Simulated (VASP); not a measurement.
Set up this calculation in VASP 6.6.1, as the native input.

```yaml
Task: single point
Functional: LDA
Potentials_or_basis: VASP PAW LDA potentials, release 64 (Sn_d, O)
Cutoff: 520 eV
k_mesh: 6 × 6 × 6
Occupations: gaussian, width 0.05 eV
Spin: no spin polarisation
Dipole_correction: no
Further_INCAR_settings: ALGO = Normal; EDIFF = 1e-06; NBANDS = 64
```

The structure of SnO2 lies in POSCAR:

```
SnO2
1.0
   -3.2078313831     -1.8520423126      4.0813809037
    3.2078313831     -1.8520423126      4.0813809037
    0.0000000000      3.7040846251      4.0813809037
Sn O
4 8
Direct
    0.5000000000      0.5000000000      0.5000000000
    1.0000000000      1.0000000000      0.5000000000
    1.0000000000      0.5000000000      0.0000000000
    0.5000000000      1.0000000000      0.0000000000
    0.2288562048      0.2288562048      0.2288562048
    0.7451905456      0.7451905456      0.2451905456
    0.7451905456      0.2451905456      0.7451905456
    0.2451905456      0.7451905456      0.7451905456
    0.7548094544      0.7548094544      0.7548094544
    0.2548094544      0.2548094544      0.7548094544
    0.2548094544      0.7548094544      0.2548094544
    0.7548094544      0.2548094544      0.2548094544
```

This cell differs from its parent crystal: atom 5 (O) moved -0.200 Å along Cartesian [0 0 1].

One way to write it, as run:

INCAR

```
SYSTEM = SnO2
PREC = Accurate ; ENCUT = 520
EDIFF = 1E-6 ; ISMEAR = 0
SIGMA = 0.05 ; LREAL = .FALSE.
LASPH = .TRUE. ; NELM = 100
ALGO = Normal ; ISIF = 2
LWAVE = .FALSE. ; LCHARG = .FALSE.
GGA = CA ; NBANDS = 64
```

KPOINTS

```
Automatic mesh
0
G
  6 6 6
  0 0 0
```

Potentials or basis: VASP PAW LDA potentials, release 64 (Sn_d, O).

Run with:

```bash
$ cat potpaw_LDA.64/Sn_d/POTCAR potpaw_LDA.64/O/POTCAR > POTCAR
$ mpirun -np 1 vasp_std > vasp.out
```

Results of the run:

```
Pressure               : 3.7 GPa
Largest force          : 2.328 eV/Å
Band gap on the k mesh : 1.62 eV
```

Caveat: the cell differs from its parent crystal (atom 5 (O) moved -0.200 Å along Cartesian [0 0 1]); the cell stands under pressure; spin-orbit coupling is left out, which moves the levels of the heavy elements; forces of over 1 eV/Å act on the atoms, so gaps and moduli don't describe the material at rest.

Wall time 5.3 min on 1 thread of AMD EPYC 9R14 (Zen 4), on a shared host, peak memory 0.31 GiB.
